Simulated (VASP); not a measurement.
Crystal: Cr.

```xyz
2
Lattice="2.7140 0.0000 0.0000 -1.3570 2.3504 0.0000 0.0000 0.0000 4.4100" Properties=species:S:1:pos:R:3 pbc="T T T"
Cr    1.3570    0.7835    3.3075
Cr    0.0000    1.5669    1.1025
```

This isn't the form of Cr at room conditions, which is bcc.

Base run:

- Program: VASP 6.6.1
- Functional: RPBE
- Potentials or basis: VASP PAW PBE potentials, release 64 (Cr_pv)
- Cutoff: 520 eV
- k mesh: 11 × 11 × 6
- Occupations: fermi-dirac, width 0.05 eV
- Spin: collinear spin, ferromagnetic start
- Starting moments: [3.0, 3.0] μB

Its results: pressure -20.6 GPa; net moment 2.05 μB per cell; site moments Cr +0.95 μB.

Q: After a change of settings the same cell gave: pressure -21.6 GPa; net moment 2.98 μB per cell; site moments Cr +1.43 μB. Which change was it?
A. functional from RPBE to LDA; potentials or basis from VASP PAW PBE potentials, release 64 (Cr_pv) to VASP PAW LDA potentials, release 64 (Cr_pv)
B. functional from RPBE to PBE; occupations from fermi-dirac, width 0.05 eV to fermi-dirac, width 0.01 eV
C. functional from RPBE to B3LYP; k mesh from 11 × 11 × 6 to 6 × 6 × 3

A: C.

Caveats: some runs use coarse meshes; the PAW data sets were made with another functional, which shifts forces and pressure a little; the cell stands under tension (at least some runs); an empty level that is flat over the whole mesh can mark a ghost state of the potentials, or a narrow d or f band (at least some runs).
